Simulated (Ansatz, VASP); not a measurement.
Al: VASP beside Ansatz

```
Al
1.0
     2.88252    0.00000    0.00000
    -1.44126    2.49634    0.00000
     0.00000    0.00000    9.36616
Al
4
Cartesian
  1.4413 0.8321 7.0246
  0.0000 0.0000 4.6831
  0.0000 1.6642 2.3415
  0.0000 0.0000 0.0000
```

Alike in both runs: task single point; functional LDA; k mesh 11 × 11 × 3; occupations fermi-dirac, width 0.05 eV; no spin polarisation.

|  | VASP | Ansatz |
| --- | --- | --- |
| version | VASP 6.6.1 | Ansatz 0.2.0 |
| potentials or method | VASP PAW LDA potentials, release 64 (Al) | Ansatz PAW |
| plane-wave cutoff (eV) | 520 | 420 |
| valence electrons in the cell | 12 | 12 |

```csv
,VASP,Ansatz,Ansatz less VASP
gap on the k mesh at the Fermi level (eV),none,none,-
pressure (GPa),-4.2,-4.2,-0.04
"traceless stress, the component that is largest in VASP (GPa)",0.91,0.89,-0.022
```

LDA's correlation is that of Perdew and Zunger in VASP and of Perdew and Wang (1992) in Ansatz. A gap of «none» marks a metal or a gap that the smearing closes.
